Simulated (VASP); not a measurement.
# CaO (Fm-3m) in VASP: a series of runs

Aim: see how the results for CaO move with the level of theory and the settings. Levels: LDA, PBE0, r2SCANh. Tasks: single point.

All numbers are computed with VASP 6.6.1; they aren't measurements. Logs are shortened: lines on timing, memory, paths and dates and some standing lists are left out, and cuts for length are marked.

### Step 1. The cell of the first run

It takes space group Fm-3m (No. 225, cubic). Conventional cell: a = 4.708 Å, b = 4.708 Å, c = 4.708 Å, α = 90.00°, β = 90.00°, γ = 90.00°. Within 3.1 Å of Ca (site symmetry m-3m) lie 6 O at 2.35 Å. Within 3.1 Å of O (site symmetry m-3m) lie 6 Ca at 2.35 Å.

### Step 2. Single point, LDA

Contents of INCAR:

```
SYSTEM = CaO
ALGO = Normal
EDIFF = 1E-6
ENCUT = 1340
GGA = CA
GGA_COMPAT = .False.
ISIF = 2
ISMEAR = -1
LASPH = .True.
LCHARG = .False.
LREAL = .False.
LWAVE = .False.
NBANDS = 15
NELM = 120
PREC = Accurate
SIGMA = 0.02
```

Contents of KPOINTS:

```
k-points
0
Gamma
  8 8 8
  0 0 0
```

Contents of POSCAR:

```
CaO
1.0
    0.0000000000      2.3539959916      2.3539959916
    2.3539959916      0.0000000000      2.3539959916
    2.3539959916      2.3539959916      0.0000000000
Ca O
1 1
Direct
    0.0000000000      0.0000000000      0.0000000000
    0.5000000000      0.5000000000      0.5000000000
```

Potentials or basis: VASP PAW LDA potentials, release 64 (Ca_sv, O_h).

Started as:

```sh
> cat potpaw_LDA.64/Ca_sv/POTCAR potpaw_LDA.64/O_h/POTCAR > POTCAR
> mpirun -np 1 vasp_std > vasp.out
```

OUTCAR:

```text
SYSTEM = CaO
   EDIFF = 1E-6
   ENCUT = 1340
   GGA = CA
   ISIF = 2
   ISMEAR = -1
   LASPH = .True.
   LREAL = .False.
   NELM = 120
   PREC = Accurate

 ion  position               nearest neighbor table
   1  0.000  0.000  0.000-
   2  0.500  0.500  0.500-

  LATTYP: Found a face centered cubic cell.
 ALAT       =     4.7079919832

  Lattice vectors:

 A1 = (   0.0000000000,   2.3539959916,   2.3539959916)
 A2 = (   2.3539959916,   0.0000000000,   2.3539959916)
 A3 = (   2.3539959916,   2.3539959916,   0.0000000000)

Analysis of symmetry for initial positions (statically):
=====================================================================
 Subroutine PRICEL returns:
 Original cell was already a primitive cell.

 Routine SETGRP: Setting up the symmetry group for a
 face centered cubic supercell.

 Subroutine GETGRP returns: Found 48 space group operations
 (whereof 48 operations were pure point group operations)
 out of a pool of 48 trial point group operations.

The static configuration has the point symmetry O_h .

Analysis of symmetry for dynamics (positions and initial velocities):
=====================================================================
 Subroutine PRICEL returns:
 Original cell was already a primitive cell.

 Routine SETGRP: Setting up the symmetry group for a
 face centered cubic supercell.

 Subroutine GETGRP returns: Found 48 space group operations
 (whereof 48 operations were pure point group operations)
 out of a pool of 48 trial point group operations.

The dynamic configuration has the point symmetry O_h .

 Subroutine INISYM returns: Found 48 space group operations
 (whereof 48 operations are pure point group operations),
 and found     1 'primitive' translations

----------------------------------------------------------------------------------------

                                     Primitive cell

  volume of cell :      26.0884

  direct lattice vectors                    reciprocal lattice vectors
     0.000000000  2.353995992  2.353995992    -0.212404780  0.212404780  0.212404780
     2.353995992  0.000000000  2.353995992     0.212404780 -0.212404780  0.212404780
     2.353995992  2.353995992  0.000000000     0.212404780  0.212404780 -0.212404780

  length of vectors
     3.329053057  3.329053057  3.329053057     0.367895870  0.367895870  0.367895870

  position of ions in fractional coordinates (direct lattice)
     0.000000000  0.000000000  0.000000000
     0.500000000  0.500000000  0.500000000

  ion indices of the primitive-cell ions
   primitive index   ion index
                 1           1
                 2           2

----------------------------------------------------------------------------------------

 KPOINTS: k-points

Automatic generation of k-mesh.
 Grid dimensions read from file:
 generate k-points for:    8    8    8

 Generating k-lattice:

  Cartesian coordinates                     Fractional coordinates (reciprocal lattice)
    -0.026550597  0.026550597  0.026550597     0.125000000  0.000000000  0.000000000
     0.026550597 -0.026550597  0.026550597     0.000000000  0.125000000  0.000000000
     0.026550597  0.026550597 -0.026550597     0.000000000  0.000000000  0.125000000

  Length of vectors
     0.045986984  0.045986984  0.045986984

  Shift w.r.t. Gamma in fractional coordinates (k-lattice)
     0.000000000  0.000000000  0.000000000

 Subroutine IBZKPT returns following result:
 ===========================================

 Found     29 irreducible k-points:

 Following reciprocal coordinates:
            Coordinates               Weight
  0.000000  0.000000  0.000000      1.000000
  0.125000  0.000000  0.000000      8.000000
  0.250000  0.000000  0.000000      8.000000
  0.375000  0.000000  0.000000      8.000000
  0.500000  0.000000  0.000000      4.000000
  0.125000  0.125000  0.000000      6.000000
[... 16 lines left out ...]
  0.500000  0.250000  0.125000     48.000000
 -0.375000  0.250000  0.125000     24.000000
 [... further k-points ...]
   k-points           NKPTS =     29   k-points in BZ     NKDIM =     29   number of bands    NBANDS=     15
   number of dos      NEDOS =    301   number of ions     NIONS =      2
   total plane-waves  NPLWV =  64000
   dimension x,y,z NGX =    40 NGY =   40 NGZ =   40
   dimension x,y,z NGXF=    80 NGYF=   80 NGZF=   80
   ions per type =               1   1
   NGX,Y,Z   is equivalent  to a cutoff of  19.98, 19.98, 19.98 a.u.
   NGXF,Y,Z  is equivalent  to a cutoff of  39.95, 39.95, 39.95 a.u.
 SYSTEM =  CaO
   PREC   = accura    normal or accurate (medium, high low for compatibility)
   ISTART =      0    job   : 0-new  1-cont  2-samecut
   ICHARG =      2    charge: 1-file 2-atom 10-const
   ISPIN  =      1    spin polarized calculation?
   LNONCOLLINEAR =      F non collinear calculations
   LSORBIT =      F    spin-orbit coupling
   LASPH  =      T    aspherical Exc in radial PAW
   ENCUT  = 1340.0 eV  98.49 Ry    9.92 a.u.   9.94  9.94  9.94*2*pi/ulx,y,z
   NELM   =    120;   NELMIN=  2; NELMDL= -5     # of ELM steps
   EDIFF  = 0.1E-05   stopping-criterion for ELM
   LREAL  =      F    real-space projection
   EDIFFG = 0.1E-04   stopping-criterion for IOM
   NSW    =      0    number of steps for IOM
   IBRION =     -1    ionic relax: 0-MD 1-quasi-New 2-CG
   NFREE  =      0    steps in history (QN), initial steepest desc. (CG)
   ISIF   =      2    stress and relaxation
   ISYM   =      2    0-nonsym 1-usesym 2-fastsym
   POTIM  = 0.5000    time-step for ionic-motion
   TEBEG  =    0.0;   TEEND  =   0.0 temperature during run
   PSTRESS=    0.0 pullay stress
   NELECT =      16.0000    total number of electrons
   NUPDOWN=      -1.0000    fix difference up-down
   EMIN   =  10.00;   EMAX   =-10.00  energy-range for DOS
   EFERMI =   0.00;   METHOD = LEGACY
   ISMEAR =    -1;   SIGMA  =   0.02  broadening in eV -4-tet -1-fermi 0-gaus
   EFERMI_NEDOS =   21; number of points for ismear=-14 and -15
   IALGO  =     38    algorithm
   IMIX   =      4    mixing-type and parameters
     AMIX     =   0.40;   BMIX     =  1.00
     AMIX_MAG =   1.60;   BMIX_MAG =  1.00
  volume/ion in A,a.u.               =      13.04        88.03
  Fermi-wavevector in a.u.,A,eV,Ry     =   1.390910  2.628439 26.322257  1.934631
  Thomas-Fermi vector in A             =   2.514800
   LORBIT       =      0    0 simple, 1 ext, 2 COOP (PROOUT), +10 PAW based schemes
   GGA     = CA    functional components
   LHFCALC =     F    Hartree Fock is set to
   AEXX    =    0.0000 exact exchange contribution
   IVDW    =     0    specifies the selected vdW correction
   LEPSILON=     F    determine dielectric tensor
   LRPA    =     F    only Hartree local field effects (RPA)
 non-spin polarized calculation
  energy-cutoff  :     1340.00
  volume of cell :       26.09
 maximum number of plane-waves:      2936
   NGX = 19   NGY = 19   NGZ = 19

 number of electron      16.0000000 magnetization

 Free energy of the ion-electron system (eV)
  ---------------------------------------------------
  ext. energy  EPLUGINS =         0.00000000
  ---------------------------------------------------
  free energy    TOTEN  =       -14.22849168 eV

  energy without entropy =      -14.22849168  energy(sigma->0) =      -14.22849168

 E-fermi :   3.0910     XC(G=0): -11.3414

 val. band max:        2.6817689582   @ k =   0.0000   0.0000   0.0000
 cond. band min:       6.1045329406   @ k =   0.5000   0.5000   0.0000
 fundamental gap:      3.4227639824
 Fermi energy:         3.0909794063

 k-point     1 :       0.0000    0.0000    0.0000
  band No.  band energies     occupation
      1     -34.1400      2.00000
      2     -15.1327      2.00000
      3     -15.1327      2.00000
      4     -15.1327      2.00000
      5     -12.6455      2.00000
      6       2.6818      2.00000
      7       2.6818      2.00000
      8       2.6818      2.00000
      9       7.7663      0.00000
     10       8.9330      0.00000
     11       8.9330      0.00000
     12       8.9330      0.00000
     13      10.6086      0.00000
     14      10.6086      0.00000
     15      17.8643      0.00000

 k-point     2 :       0.1250    0.0000    0.0000
  band No.  band energies     occupation
      1     -34.1188      2.00000
      2     -15.4368      2.00000
      3     -15.1425      2.00000
      4     -15.1425      2.00000
      5     -12.3341      2.00000
      6       2.1107      2.00000
      7       2.4395      2.00000
      8       2.4395      2.00000
      9       8.4589      0.00000
     10       8.8999      0.00000
     11       9.2257      0.00000
     12       9.2257      0.00000
     13      11.0250      0.00000
     14      11.0250      0.00000
     15      18.5562      0.00000

 k-point     3 :       0.2500    0.0000    0.0000
  band No.  band energies     occupation
      1     -34.0670      2.00000
      2     -15.9993      2.00000
      3     -15.1661      2.00000
      4     -15.1661      2.00000
      5     -11.7514      2.00000
      6       1.0292      2.00000
      7       1.9266      2.00000
      8       1.9266      2.00000
      9       8.9915      0.00000
     10       9.9460      0.00000
     11       9.9968      0.00000
     12       9.9968      0.00000
     13      12.0194      0.00000
     14      12.0194      0.00000
     15      19.1491      0.00000
[... 343 lines left out ...]
 k-point    23 :       0.5000    0.2500    0.1250
  band No.  band energies     occupation
      1     -33.9877      2.00000
      2     -16.2405      2.00000
      3     -15.4261      2.00000
      4     -15.2617      2.00000
      5     -11.5397      2.00000
      6       0.5352      2.00000
      7       1.4931      2.00000
      8       1.7826      2.00000
      9       8.5777      0.00000
     10      10.4365      0.00000
     11      11.4364      0.00000
     12      11.6316      0.00000
     13      13.0787      0.00000
     14      14.2980      0.00000
     15      18.0744      0.00000

 k-point    24 :      -0.3750    0.2500    0.1250
  band No.  band energies     occupation
      1     -33.9703      2.00000
      2     -16.3184      2.00000
      3     -15.4455      2.00000
      4     -15.2954      2.00000
      5     -11.4762      2.00000
      6       0.4806      2.00000
      7       1.4720      2.00000
      8       1.5130      2.00000
      9       9.5636      0.00000
     10       9.6344      0.00000
     11      11.7668      0.00000
     12      12.0738      0.00000
     13      13.3983      0.00000
     14      15.1150      0.00000
     15      17.1680      0.00000

 [... further k-points ...]

------------------------ aborting loop because EDIFF is reached ----------------------------------------

  FORCE on cell =-STRESS in cart. coord.  units (eV):
  Direction    XX          YY          ZZ          XY          YZ          ZX
  --------------------------------------------------------------------------------------
  -------------------------------------------------------------------------------------
  Total        0.1452130      0.1452130      0.1452130      0.0000000     -0.0000000      0.0000000
  in kB        8.9180284      8.9180284      8.9180284      0.0000000     -0.0000000      0.0000000
  external PRESSURE =       8.9180284 kB  Pullay stress =       0.0000000 kB

 VOLUME and BASIS-vectors are now :
 -----------------------------------------------------------------------------
  energy-cutoff  :     1340.00
  volume of cell :       26.09
      direct lattice vectors                 reciprocal lattice vectors
     0.000000000  2.353995992  2.353995992    -0.212404780  0.212404780  0.212404780
     2.353995992  0.000000000  2.353995992     0.212404780 -0.212404780  0.212404780
     2.353995992  2.353995992  0.000000000     0.212404780  0.212404780 -0.212404780

 POSITION                                       TOTAL-FORCE (eV/Angst)
 -----------------------------------------------------------------------------------
      0.00000      0.00000      0.00000         0.000000      0.000000      0.000000
      2.35400      2.35400      2.35400        -0.000000     -0.000000     -0.000000
 -----------------------------------------------------------------------------------
    total drift:                                0.000000     -0.000000      0.000000

  FREE ENERGIE OF THE ION-ELECTRON SYSTEM (eV)
  ---------------------------------------------------
  free  energy   TOTEN  =       -14.2284916804 eV

  energy  without entropy=      -14.2284916804  energy(sigma->0) =      -14.22849168
```

Run time: 44 s. Hardware: 1 thread of Intel Xeon Platinum 8488C (Sapphire Rapids), shared host; peak memory 0.22 GiB.

Results:

| Property | Result |
| --- | --- |
| Free energy | -14.2285 eV |
| Pressure | 0.9 GPa |
| Band gap on the k mesh | 3.42 eV (least direct gap 3.78 eV) |

### Step 3. Single point, PBE0

This run uses another cell than the first one, of 13.78 Å³/atom.

Contents of POSCAR:

```
CaO
1.0
    0.0000000000      2.3975501144      2.3975501144
    2.3975501144      0.0000000000      2.3975501144
    2.3975501144      2.3975501144      0.0000000000
Ca O
1 1
Direct
    0.0000000000      0.0000000000      0.0000000000
    0.5000000000      0.5000000000      0.5000000000
```

Contents of INCAR.step1:

```
PREC = Accurate
ENCUT = 520
EDIFF = 1E-5
ISMEAR = 0
SIGMA = 0.01
LREAL = False
LASPH = True
NELM = 100
ALGO = Normal
ISIF = 2
LWAVE = True
LCHARG = False
NBANDS = 15
GGA = PE
```

Contents of INCAR.step2:

```
PREC = Accurate
ENCUT = 520
EDIFF = 1E-6
ISMEAR = 0
SIGMA = 0.01
LREAL = False
LASPH = True
NELM = 100
ALGO = Normal
ISIF = 2
LWAVE = False
LCHARG = False
GGA = PE
LHFCALC = True
AEXX = 0.25
PRECFOCK = Normal
NBANDS = 15
ISTART = 1
```

Contents of KPOINTS:

```
Automatic mesh
0
Gamma
  6 6 6
```

Potentials or basis: VASP PAW PBE potentials, release 64 (Ca_sv, O).

Started as:

```sh
> cat potpaw_PBE.64/Ca_sv/POTCAR potpaw_PBE.64/O/POTCAR > POTCAR
> cp INCAR.step1 INCAR
> mpirun -np 1 vasp_std > vasp.out
> cp INCAR.step2 INCAR
> mpirun -np 1 vasp_std > vasp.out
```

Run time: 36 min. Hardware: 1 thread of Intel Xeon Platinum 8259CL at 2.50GHz (Skylake/Cascade Lake), shared host; peak memory 0.18 GiB.

It converged, with:

| Property | Result |
| --- | --- |
| Free energy | -15.4603 eV |
| Pressure | 0.8 GPa |
| Band gap on the k mesh | 6.05 eV (least direct gap 6.48 eV) |

Levels at points of the mesh, in eV from the valence-band top:
| k point | band 4 | band 5 | band 6 | band 7 | band 8 | band 9 | band 10 | band 11 | band 12 | band 13 |
| --- | --- | --- | --- | --- | --- | --- | --- | --- | --- | --- |
| (0.00, 0.00, 0.00) | -19.47 | -17.08 | 0.00 | 0.00 | 0.00 | 7.02 | 8.98 | 8.98 | 8.98 | 10.63 |
| (0.50, 0.00, 0.00) | -19.52 | -15.63 | -2.87 | -1.29 | -1.29 | 9.86 | 10.87 | 11.43 | 11.43 | 13.71 |
| (0.50, 0.50, 0.00) | -19.72 | -16.81 | -1.46 | -0.43 | -0.43 | 6.05 | 10.98 | 11.97 | 12.78 | 12.78 |

Caveat: the PAW data sets were made with another functional, which shifts forces and pressure a little. A k mesh can miss the band edges.

### Step 4. Single point, r2SCANh

This run uses another cell than the first one, of 13.78 Å³/atom.

POSCAR is that of step 3.

Contents of INCAR.step1:

```
PREC = Accurate ; ENCUT = 520
EDIFF = 1E-5 ; ISMEAR = 0
SIGMA = 0.01 ; LREAL = False
LASPH = True ; NELM = 80
ALGO = Normal ; ISIF = 2
LWAVE = True ; NBANDS = 15
GGA = PE
```

Contents of INCAR.step2:

```
PREC = Accurate ; ENCUT = 520
EDIFF = 1E-7 ; ISMEAR = 0
SIGMA = 0.01 ; LREAL = False
LASPH = True ; NELM = 80
ALGO = Normal ; ISIF = 2
LWAVE = False ; LCHARG = True
METAGGA = R2SCAN ; LHFCALC = True
AEXX = 0.1 ; LMIXTAU = True
PRECFOCK = Normal ; LELF = True
LVHAR = True ; NBANDS = 15
ISTART = 1
```

KPOINTS is that of step 3.

Started as:

```sh
> cat potpaw_PBE.64/Ca_sv/POTCAR potpaw_PBE.64/O/POTCAR > POTCAR
> cp INCAR.step1 INCAR
> mpirun -np 1 vasp_std > vasp.out
> cp INCAR.step2 INCAR
> mpirun -np 1 vasp_std > vasp.out
```

Run time: 31 min. Hardware: 1 thread of Intel Xeon Platinum 8259CL at 2.50GHz (Skylake/Cascade Lake), shared host; peak memory 0.18 GiB.

The run converged. Its results:

| Item | Value |
| --- | --- |
| Free energy | -19.8547 eV |
| Pressure | 0.6 GPa |
| Band gap on the k mesh | 5.07 eV (least direct gap 5.47 eV) |

Levels at points of the mesh, in eV from the valence-band top:
| k point | band 4 | band 5 | band 6 | band 7 | band 8 | band 9 | band 10 | band 11 | band 12 | band 13 |
| --- | --- | --- | --- | --- | --- | --- | --- | --- | --- | --- |
| (0.00, 0.00, 0.00) | -19.27 | -16.97 | 0.00 | 0.00 | 0.00 | 6.28 | 7.88 | 7.88 | 7.88 | 9.53 |
| (0.50, 0.00, 0.00) | -19.33 | -15.58 | -2.71 | -1.24 | -1.24 | 8.75 | 10.09 | 10.21 | 10.21 | 12.44 |
| (0.50, 0.50, 0.00) | -19.51 | -16.73 | -1.36 | -0.39 | -0.39 | 5.07 | 9.88 | 10.79 | 11.47 | 11.47 |

Caveat: the PAW data sets were made with another functional, which shifts forces and pressure a little.

### Step 5. The runs side by side

```csv
level,potentials or basis,cell,k mesh,cutoff (eV),smearing,grid for exact exchange (PRECFOCK),share of exact exchange,gap on the mesh (eV),pressure (GPa)
LDA,"VASP PAW LDA potentials, release 64 (Ca_sv, O_h)","a = 3.329 Å, angles 60.0°, 2 atoms",8 × 8 × 8,1340,fermi-dirac 0.02 eV,-,-,3.42,0.9
PBE0,"VASP PAW PBE potentials, release 64 (Ca_sv, O)","a = 3.391 Å, angles 60.0°, 2 atoms",6 × 6 × 6,520,gaussian 0.01 eV,Normal,0.25,6.05,0.8
r2SCANh,"VASP PAW PBE potentials, release 64 (Ca_sv, O)","a = 3.391 Å, angles 60.0°, 2 atoms",6 × 6 × 6,520,gaussian 0.01 eV,Normal,0.1,5.07,0.6
```

Alike in all rows: task single point; no spin polarisation.

Caveats: the PAW data sets were made with another functional, which shifts forces and pressure a little (at least some runs).

Total energies depend on the potentials used, so only differences within one code and one set of settings carry meaning.
